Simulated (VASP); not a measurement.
# MgF2 (P4_2/mnm) in VASP: a series of runs, part 2 of 2

VASP 6.6.1. The steps go on from the part before.

## 3. Single point, r2SCAN (epitaxial xy strain -3.0%)

POSCAR

```
MgF2
1.0
    4.4833555148      0.0000000000      0.0000000000
    0.0000000000      4.4833555148      0.0000000000
    0.0000000000      0.0000000000      3.1100508258
Mg F
2 4
Direct
    0.0000000000      0.0000000000      0.0000000000
    0.5000000000      0.5000000000      0.5000000000
    0.3038896615      0.3038896615      0.0000000000
    0.1961103385      0.8038896615      0.5000000000
    0.8038896615      0.1961103385      0.5000000000
    0.6961103385      0.6961103385      0.0000000000
```

INCAR.step1

```
PREC = Accurate ; ENCUT = 660
ISMEAR = 0 ; SIGMA = 0.01
LREAL = F ; LASPH = T
NELM = 120 ; NBANDS = 25
GGA = PE ; ALGO = Normal
EDIFF = 1E-5 ; LWAVE = T
LCHARG = F ; GGA_COMPAT = F
```

INCAR.step2

```
PREC = Accurate ; ENCUT = 660
EDIFF = 1E-6 ; ISMEAR = 0
SIGMA = 0.01 ; LREAL = F
LASPH = T ; NELM = 120
ALGO = Normal ; ISIF = 2
LWAVE = F ; LCHARG = F
METAGGA = R2SCAN ; LMIXTAU = T
NBANDS = 25 ; ISTART = 1
GGA_COMPAT = F
```

KPOINTS

```
Automatic mesh
0
Gamma
  6 6 8
```

Potentials or basis: VASP PAW PBE potentials, release 64 (Mg, F).

On the command line:

```console
$ cat potpaw_PBE.64/Mg/POTCAR potpaw_PBE.64/F/POTCAR > POTCAR
$ cp INCAR.step1 INCAR
$ mpirun -np 1 vasp_std > vasp.out
$ cp INCAR.step2 INCAR
$ mpirun -np 1 vasp_std > vasp.out
```

OUTCAR:

```text
PREC = Accurate
   ENCUT = 660
   EDIFF = 1E-6
   ISMEAR = 0
   LREAL = F
   LASPH = T
   NELM = 120
   ISIF = 2
   METAGGA = R2SCAN
   ISTART = 1

 ion  position               nearest neighbor table
   1  0.000  0.000  0.000-   3 1.93   6 1.93   5 1.99   4 1.99   4 1.99   5 1.99   2 3.53   2 3.53
                             2 3.53   2 3.53   2 3.53   2 3.53   2 3.53   2 3.53
   2  0.500  0.500  0.500-   4 1.93   5 1.93   3 1.99   6 1.99   3 1.99   6 1.99   1 3.53   1 3.53
                             1 3.53   1 3.53   1 3.53   1 3.53   1 3.53   1 3.53
   3  0.304  0.304  0.000-   1 1.93   2 1.99   2 1.99
   4  0.196  0.804  0.500-   2 1.93   1 1.99   1 1.99
   5  0.804  0.196  0.500-   2 1.93   1 1.99   1 1.99
   6  0.696  0.696  0.000-   1 1.93   2 1.99   2 1.99

  LATTYP: Found a simple tetragonal cell.
 ALAT       =     4.4833555148
 C/A-ratio  =     0.6936882020

  Lattice vectors:

 A1 = (   4.4833555148,   0.0000000000,   0.0000000000)
 A2 = (   0.0000000000,   4.4833555148,   0.0000000000)
 A3 = (   0.0000000000,   0.0000000000,   3.1100508258)

Analysis of symmetry for initial positions (statically):
=====================================================================
 Subroutine PRICEL returns:
[... 188 lines left out ...]

 k-point     1 :       0.0000    0.0000    0.0000
  band No.  band energies     occupation
      1     -23.5847      2.00000
      2     -22.6742      2.00000
      3     -22.6742      2.00000
      4     -22.6152      2.00000
      5      -5.7075      2.00000
      6      -4.2195      2.00000
[... 661 lines left out ...]
     24      16.4233      0.00000
     25      17.6786      0.00000

 [... further k-points ...]

------------------------ aborting loop because EDIFF is reached ----------------------------------------

  FORCE on cell =-STRESS in cart. coord.  units (eV):
  Direction    XX          YY          ZZ          XY          YZ          ZX
  --------------------------------------------------------------------------------------
  -------------------------------------------------------------------------------------
  Total        1.9943723      1.9943723     -0.6563543     -0.0000000      0.0000000      0.0000000
  in kB       51.1143654     51.1143654    -16.8219011     -0.0000000      0.0000000      0.0000000
  external PRESSURE =      28.4689432 kB  Pullay stress =       0.0000000 kB

 VOLUME and BASIS-vectors are now :
 -----------------------------------------------------------------------------
  energy-cutoff  :      660.00
  volume of cell :       62.51
      direct lattice vectors                 reciprocal lattice vectors
     4.483355515  0.000000000  0.000000000     0.223047224  0.000000000  0.000000000
     0.000000000  4.483355515  0.000000000     0.000000000  0.223047224  0.000000000
     0.000000000  0.000000000  3.110050826     0.000000000  0.000000000  0.321538154

 POSITION                                       TOTAL-FORCE (eV/Angst)
 -----------------------------------------------------------------------------------
      0.00000      0.00000      0.00000        -0.000000      0.000000     -0.000000
      2.24168      2.24168      1.55503        -0.000000      0.000000     -0.000000
      1.36245      1.36245      0.00000         0.007426      0.007426      0.000000
      0.87923      3.60412      1.55503        -0.007426      0.007426     -0.000000
      3.60412      0.87923      1.55503         0.007426     -0.007426     -0.000000
      3.12091      3.12091      0.00000        -0.007426     -0.007426     -0.000000
 -----------------------------------------------------------------------------------
    total drift:                                0.000000      0.000000      0.000000

  FREE ENERGIE OF THE ION-ELECTRON SYSTEM (eV)
  ---------------------------------------------------
  free  energy   TOTEN  =       -43.7928099858 eV

  energy  without entropy=      -43.7928099858  energy(sigma->0) =      -43.79280999
```

OUTCAR.step1:

```text
PREC = Accurate
   ENCUT = 660
   ISMEAR = 0
   LREAL = F
[... 914 lines left out ...]
      1.36245      1.36245      0.00000        -0.006214     -0.006214     -0.000000
      0.87923      3.60412      1.55503         0.006214     -0.006214      0.000000
      3.60412      0.87923      1.55503        -0.006214      0.006214      0.000000
      3.12091      3.12091      0.00000         0.006214      0.006214      0.000000
 -----------------------------------------------------------------------------------
    total drift:                                0.000000      0.000000      0.000000

  FREE ENERGIE OF THE ION-ELECTRON SYSTEM (eV)
  ---------------------------------------------------
  free  energy   TOTEN  =       -31.3814573036 eV

  energy  without entropy=      -31.3814573036  energy(sigma->0) =      -31.38145730
```

OSZICAR.step1:

```text
N       E                     dE             d eps       ncg     rms          rms(c)
DAV:   1     0.203412159516E+03    0.20341E+03   -0.20368E+04  2596   0.147E+03
DAV:   2    -0.238087512239E+02   -0.22722E+03   -0.21817E+03  3141   0.321E+02
DAV:   3    -0.339293659840E+02   -0.10121E+02   -0.10094E+02  3185   0.636E+01
DAV:   4    -0.339867904737E+02   -0.57424E-01   -0.57420E-01  2771   0.542E+00
DAV:   5    -0.339870783630E+02   -0.28789E-03   -0.28789E-03  3152   0.375E-01    0.101E+01
DAV:   6    -0.313344672376E+02    0.26526E+01   -0.80513E+00  2861   0.206E+01    0.296E+00
DAV:   7    -0.313515101565E+02   -0.17043E-01   -0.96276E-02  2673   0.205E+00    0.192E+00
DAV:   8    -0.313808800695E+02   -0.29370E-01   -0.55861E-02  2601   0.235E+00    0.220E-01
DAV:   9    -0.313809265812E+02   -0.46512E-04   -0.13853E-03  3254   0.268E-01    0.816E-02
DAV:  10    -0.313814593226E+02   -0.53274E-03   -0.51158E-04  2628   0.162E-01    0.212E-02
DAV:  11    -0.313814573036E+02    0.20191E-05   -0.10728E-05  2378   0.290E-02
   1 F= -.31381457E+02 E0= -.31381457E+02  d E =-.311595E-27
```

Run time: 5.7 min. Hardware: 1 thread of Oxide Virtual Turin-like, shared host; peak memory 0.24 GiB.

Results:

```
Free energy            : -43.7928 eV
Pressure               : 2.8 GPa
Largest force          : 0.011 eV/Å
Band gap on the k mesh : 8.24 eV
```

Forces on the atoms (eV/Å):
```
Mg   0.000  0.000  0.000
Mg   0.000  0.000  0.000
F    0.007  0.007  0.000
F   -0.007  0.007  0.000
F    0.007 -0.007  0.000
F   -0.007 -0.007  0.000
```

Caveat: the cell differs from its parent crystal (epitaxial xy strain -3.0%); the stress differs along the axes, from -2 to 5 GPa; the structure was generated, so it needn't be the stable form of MgF2; the PAW data sets were made with another functional, which shifts forces and pressure a little. A k mesh can miss the band edges.

## 4. Single point, r2SCAN (epitaxial xy strain -2.0%)

POSCAR

```
MgF2
1.0
    4.5295756747      0.0000000000      0.0000000000
    0.0000000000      4.5295756747      0.0000000000
    0.0000000000      0.0000000000      3.0879243817
Mg F
2 4
Direct
    0.0000000000      0.0000000000      0.0000000000
    0.5000000000      0.5000000000      0.5000000000
    0.3034612299      0.3034612299      0.0000000000
    0.1965387701      0.8034612299      0.5000000000
    0.8034612299      0.1965387701      0.5000000000
    0.6965387701      0.6965387701      0.0000000000
```

INCAR.step1

```
SYSTEM = MgF2
PREC = Accurate
ENCUT = 660
ISMEAR = 0
SIGMA = 0.01
LREAL = .FALSE.
LASPH = .TRUE.
NELM = 120
NBANDS = 25
GGA = PE
ALGO = Normal
EDIFF = 1E-5
LWAVE = .TRUE.
LCHARG = .FALSE.
GGA_COMPAT = .FALSE.
```

INCAR.step2

```
SYSTEM = MgF2
PREC = Accurate
ENCUT = 660
EDIFF = 1E-6
ISMEAR = 0
SIGMA = 0.01
LREAL = .FALSE.
LASPH = .TRUE.
NELM = 120
ALGO = Normal
ISIF = 2
LWAVE = .FALSE.
LCHARG = .FALSE.
METAGGA = R2SCAN
LMIXTAU = .TRUE.
NBANDS = 25
ISTART = 1
GGA_COMPAT = .FALSE.
```

KPOINTS

```
regular mesh
0
G
  6 6 8
  0 0 0
```

Potentials or basis: VASP PAW PBE potentials, release 64 (Mg, F).

On the command line:

```console
$ cat potpaw_PBE.64/Mg/POTCAR potpaw_PBE.64/F/POTCAR > POTCAR
$ cp INCAR.step1 INCAR
$ mpirun -np 1 vasp_std > vasp.out
$ cp INCAR.step2 INCAR
$ mpirun -np 1 vasp_std > vasp.out
```

OUTCAR:

```text
SYSTEM = MgF2
   PREC = Accurate
   ENCUT = 660
   EDIFF = 1E-6
   ISMEAR = 0
   LREAL = .FALSE.
   LASPH = .TRUE.
   NELM = 120
   ISIF = 2
   METAGGA = R2SCAN
   ISTART = 1

 ion  position               nearest neighbor table
   1  0.000  0.000  0.000-   3 1.94   6 1.94   5 1.99   4 1.99   4 1.99   5 1.99   2 3.56   2 3.56
                             2 3.56   2 3.56   2 3.56   2 3.56   2 3.56   2 3.56
   2  0.500  0.500  0.500-   4 1.94   5 1.94   3 1.99   6 1.99   3 1.99   6 1.99   1 3.56   1 3.56
                             1 3.56   1 3.56   1 3.56   1 3.56   1 3.56   1 3.56
   3  0.303  0.303  0.000-   1 1.94   2 1.99   2 1.99
   4  0.197  0.803  0.500-   2 1.94   1 1.99   1 1.99
   5  0.803  0.197  0.500-   2 1.94   1 1.99   1 1.99
   6  0.697  0.697  0.000-   1 1.94   2 1.99   2 1.99

  LATTYP: Found a simple tetragonal cell.
 ALAT       =     4.5295756747
 C/A-ratio  =     0.6817248686

  Lattice vectors:

 A1 = (   4.5295756747,   0.0000000000,   0.0000000000)
 A2 = (   0.0000000000,   4.5295756747,   0.0000000000)
 A3 = (   0.0000000000,   0.0000000000,   3.0879243817)

Analysis of symmetry for initial positions (statically):
=====================================================================
 Subroutine PRICEL returns:
 Original cell was already a primitive cell.

 Routine SETGRP: Setting up the symmetry group for a
 simple tetragonal supercell.

 Subroutine GETGRP returns: Found 16 space group operations
 (whereof  8 operations were pure point group operations)
 out of a pool of 16 trial point group operations.

The static configuration has the point symmetry D_2h.
 The point group associated with its full space group is D_4h.

Analysis of symmetry for dynamics (positions and initial velocities):
=====================================================================
[... 139 lines left out ...]
     AMIX_MAG =   1.60;   BMIX_MAG =  1.00
  volume/ion in A,a.u.               =      10.56        71.26
  Fermi-wavevector in a.u.,A,eV,Ry     =   1.303760  2.463749 23.127042  1.699790
  Thomas-Fermi vector in A             =   2.434741
   LORBIT       =      0    0 simple, 1 ext, 2 COOP (PROOUT), +10 PAW based schemes
   METAGGA = R2SCAN    functional components
   LHFCALC =     F    Hartree Fock is set to
   AEXX    =    0.0000 exact exchange contribution
   IVDW    =     0    specifies the selected vdW correction
   LEPSILON=     F    determine dielectric tensor
   LRPA    =     F    only Hartree local field effects (RPA)
 non-spin polarized calculation
 Gauss-broadening in eV      SIGMA  =   0.01
  energy-cutoff  :      660.00
  volume of cell :       63.36
 maximum number of plane-waves:      2461
 NGX is ok and might be reduce to    40
   NGX = 19   NGY = 19   NGZ = 13

 number of electron      32.0000002 magnetization

 Free energy of the ion-electron system (eV)
  ---------------------------------------------------
  ext. energy  EPLUGINS =         0.00000000
  ---------------------------------------------------
  free energy    TOTEN  =       -43.83260966 eV

  energy without entropy =      -43.83260966  energy(sigma->0) =      -43.83260966

 E-fermi :  -1.5923     XC(G=0): -10.4018

 val. band max:       -1.6737474975   @ k =   0.0000   0.0000   0.0000
 cond. band min:       6.5013848580   @ k =   0.0000   0.0000   0.0000
 fundamental gap:      8.1751323555
 Fermi energy:        -1.5923196617

 k-point     1 :       0.0000    0.0000    0.0000
  band No.  band energies     occupation
      1     -23.6309      2.00000
      2     -22.7661      2.00000
      3     -22.7661      2.00000
      4     -22.6933      2.00000
      5      -5.7741      2.00000
      6      -4.2720      2.00000
[... 661 lines left out ...]
     24      16.1348      0.00000
     25      17.4807      0.00000

 [... further k-points ...]

------------------------ aborting loop because EDIFF is reached ----------------------------------------

  FORCE on cell =-STRESS in cart. coord.  units (eV):
  Direction    XX          YY          ZZ          XY          YZ          ZX
  --------------------------------------------------------------------------------------
  -------------------------------------------------------------------------------------
  Total        1.1023484      1.1023484     -0.6675322      0.0000000      0.0000000      0.0000000
  in kB       27.8771110     27.8771110    -16.8811136      0.0000000      0.0000000      0.0000000
  external PRESSURE =      12.9577028 kB  Pullay stress =       0.0000000 kB

 VOLUME and BASIS-vectors are now :
 -----------------------------------------------------------------------------
  energy-cutoff  :      660.00
  volume of cell :       63.36
      direct lattice vectors                 reciprocal lattice vectors
     4.529575675  0.000000000  0.000000000     0.220771232  0.000000000  0.000000000
     0.000000000  4.529575675  0.000000000     0.000000000  0.220771232  0.000000000
     0.000000000  0.000000000  3.087924382     0.000000000  0.000000000  0.323842127

 POSITION                                       TOTAL-FORCE (eV/Angst)
 -----------------------------------------------------------------------------------
      0.00000      0.00000      0.00000         0.000000      0.000000      0.000000
      2.26479      2.26479      1.54396         0.000000      0.000000      0.000000
      1.37455      1.37455      0.00000         0.006302      0.006302      0.000000
      0.89024      3.63934      1.54396        -0.006302      0.006302      0.000000
      3.63934      0.89024      1.54396         0.006302     -0.006302     -0.000000
      3.15503      3.15503      0.00000        -0.006302     -0.006302     -0.000000
 -----------------------------------------------------------------------------------
    total drift:                                0.000000      0.000000     -0.000000

  FREE ENERGIE OF THE ION-ELECTRON SYSTEM (eV)
  ---------------------------------------------------
  free  energy   TOTEN  =       -43.8326096562 eV

  energy  without entropy=      -43.8326096562  energy(sigma->0) =      -43.83260966
```

OUTCAR.step1:

```text
SYSTEM = MgF2
   PREC = Accurate
   ENCUT = 660
   ISMEAR = 0
   LREAL = .FALSE.
   LASPH = .TRUE.
   NELM = 120
[... 913 lines left out ...]
      0.89024      3.63934      1.54396         0.010355     -0.010355      0.000000
      3.63934      0.89024      1.54396        -0.010355      0.010355      0.000000
      3.15503      3.15503      0.00000         0.010355      0.010355      0.000000
 -----------------------------------------------------------------------------------
    total drift:                                0.000000      0.000000     -0.000000

  FREE ENERGIE OF THE ION-ELECTRON SYSTEM (eV)
  ---------------------------------------------------
  free  energy   TOTEN  =       -31.4465855484 eV

  energy  without entropy=      -31.4465855484  energy(sigma->0) =      -31.44658555
```

Run time: 5.8 min. Hardware: 1 thread of Oxide Virtual Turin-like, shared host; peak memory 0.23 GiB.

Results:

| Property | Result |
| --- | --- |
| Free energy | -43.8326 eV |
| Pressure | 1.3 GPa |
| Largest force | 0.009 eV/Å |
| Band gap on the k mesh | 8.18 eV |

Forces on the atoms (eV/Å):
```
Mg   0.000  0.000  0.000
Mg   0.000  0.000  0.000
F    0.006  0.006  0.000
F   -0.006  0.006  0.000
F    0.006 -0.006  0.000
F   -0.006 -0.006  0.000
```

Stress tensor (GPa, compression positive):
```
 2.79  0.00  0.00
 0.00  2.79  0.00
 0.00  0.00 -1.69
```

Caveat: the cell differs from its parent crystal (epitaxial xy strain -2.0%); the structure was generated, so it needn't be the stable form of MgF2; the PAW data sets were made with another functional, which shifts forces and pressure a little. A k mesh can miss the band edges.

## 5. Overview

```tsv
cell	gap on the mesh (eV)	pressure (GPa)	largest force (eV/Å)
a = 4.437, b = 4.437, c = 3.134 Å, 6 atoms, epitaxial xy strain -4.0%	8.31	4.5	0.01
a = 4.483, b = 4.483, c = 3.110 Å, 6 atoms, epitaxial xy strain -3.0%	8.24	2.8	0.01
a = 4.530, b = 4.530, c = 3.088 Å, 6 atoms, epitaxial xy strain -2.0%	8.18	1.3	0.01
```

Alike in all rows: task single point; level r2SCAN; potentials or basis VASP PAW PBE potentials, release 64 (Mg, F); no spin polarisation; k mesh 6 × 6 × 8; cutoff (eV) 660; smearing gaussian 0.01 eV.

Caveats: the structure was generated, so it needn't be the stable form of MgF2; the PAW data sets were made with another functional, which shifts forces and pressure a little; the stress differs along the axes, from -2 to 8 GPa (at least some runs); the stress differs along the axes, from -2 to 5 GPa (at least some runs).

Absolute energies hang on the potentials; compare differences alone.
